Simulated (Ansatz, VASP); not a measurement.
**One calculation of Ta, two programs**

```
CELL_PARAMETERS angstrom
0.00000 2.17892 2.17892
2.17892 0.00000 2.17892
2.17892 2.17892 0.00000
ATOMIC_POSITIONS crystal
Ta 0.00000 0.00000 0.00000
```

Alike in both runs: task single point; functional RPBE; k mesh 14 × 14 × 14; occupations fermi-dirac, width 0.1 eV; no spin polarisation.

|  | VASP | Ansatz |
| --- | --- | --- |
| version | VASP 6.6.1 | Ansatz 0.2.0 |
| potentials or method | VASP PAW PBE potentials, release 64 (Ta_pv), cutoff 520 eV | plane waves (420 eV) with PAW, scalar-relativistic |
| valence electrons in the cell | 11 | 13 |

```csv
,VASP,Ansatz,Ansatz less VASP
pressure (GPa),-12.1,-12.1,+0.07
```

VASP's potentials were made for PBE, not for RPBE. VASP's potentials hold 11 valence electrons a cell and Ansatz's 13, so a difference there can come from the potentials and not from the codes.

Neither program's run includes spin-orbit coupling.
